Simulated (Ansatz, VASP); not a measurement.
This is a calculation of Rh for VASP 6.6.1.

Contents of POSCAR:

```
Rh
1.0
    2.7445373327      0.0000000000      0.0000000000
   -1.3722686664      2.3768390518      0.0000000000
    0.0000000000      0.0000000000      8.9706251171
Rh
4
Direct
    0.6666666667      0.3333333333      0.7500000000
    0.0000000000      0.0000000000      0.5000000000
    0.3333333333      0.6666666667      0.2500000000
    0.0000000000      0.0000000000      0.0000000000
```

Contents of INCAR.step1:

```
SYSTEM = Rh
PREC = Accurate ; ENCUT = 580
ISMEAR = -1 ; SIGMA = 0.05
LREAL = .FALSE. ; LASPH = .TRUE.
NELM = 120 ; NBANDS = 42
GGA = PE ; ALGO = Normal
EDIFF = 1E-5 ; LWAVE = .TRUE.
LCHARG = .FALSE. ; GGA_COMPAT = .FALSE.
```

The input INCAR.step2:

```
SYSTEM = Rh
PREC = Accurate ; ENCUT = 580
EDIFF = 1E-6 ; ISMEAR = -1
SIGMA = 0.05 ; LREAL = .FALSE.
LASPH = .TRUE. ; NELM = 120
ALGO = Normal ; ISIF = 2
LWAVE = .FALSE. ; LCHARG = .FALSE.
METAGGA = R2SCAN ; LMIXTAU = .TRUE.
NBANDS = 42 ; ISTART = 1
GGA_COMPAT = .FALSE.
```

The input KPOINTS:

```
regular mesh
0
G
  11 11 3
  0 0 0
```

Potentials or basis: VASP PAW PBE potentials, release 64 (Rh_sv_GW).

Run with:

```sh
$ cat potpaw_PBE.64/Rh_sv_GW/POTCAR > POTCAR
$ cp INCAR.step1 INCAR
$ mpirun -np 1 vasp_std > vasp.out
$ cp INCAR.step2 INCAR
$ mpirun -np 1 vasp_std > vasp.out
```

Question: Translate it to Ansatz 0.2.0. Potentials there: Ansatz PAW.

Answer: As run (the cutoff follows the program's own potentials):

input.yaml

```yaml
crystal:
  lattice:
    - [2.7445373327, 0.0, 0.0]
    - [-1.3722686664, 2.3768390518, 0.0]
    - [0.0, 0.0, 8.9706251171]
  atoms:
    - { symbol: Rh, position: [0.6666666667, 0.3333333333, 0.75] }
    - { symbol: Rh, position: [0.0, 0.0, 0.5] }
    - { symbol: Rh, position: [0.3333333333, 0.6666666667, 0.25] }
    - { symbol: Rh, position: [0.0, 0.0, 0.0] }
hamiltonian:
  xc: r2scan
  pseudopotentials: { kind: paw }
kpoints:
  mp_grid: { grid: [11, 11, 3] }
scf:
  occupations: { method: fermi_dirac, width: 0.05 }
output:
  forces: true
  stress: true
  eigenvalues: true
```

Potentials or basis: Ansatz PAW.

Run with:

```bash
$ ansatz run input.yaml --threads 2 --pin off --max-ram 5632MiB --backend cpu --events-out ev --progress --plain --runs-dir out
```

Both were run:

|  | VASP | Ansatz | Ansatz less VASP |
| --- | --- | --- | --- |
| gap on the k mesh at the Fermi level (eV) | none | none | - |
| pressure (GPa) | -16.3 | -14.9 | +1.41 |
| traceless stress, the component that is largest in VASP (GPa) | -0.93 | -0.91 | +0.018 |

VASP's potentials were made for PBE, not for r2SCAN. A gap of «none» marks a metal or a gap that the smearing closes. With one functional, cell and mesh, what is left measures potentials, basis and numerics.
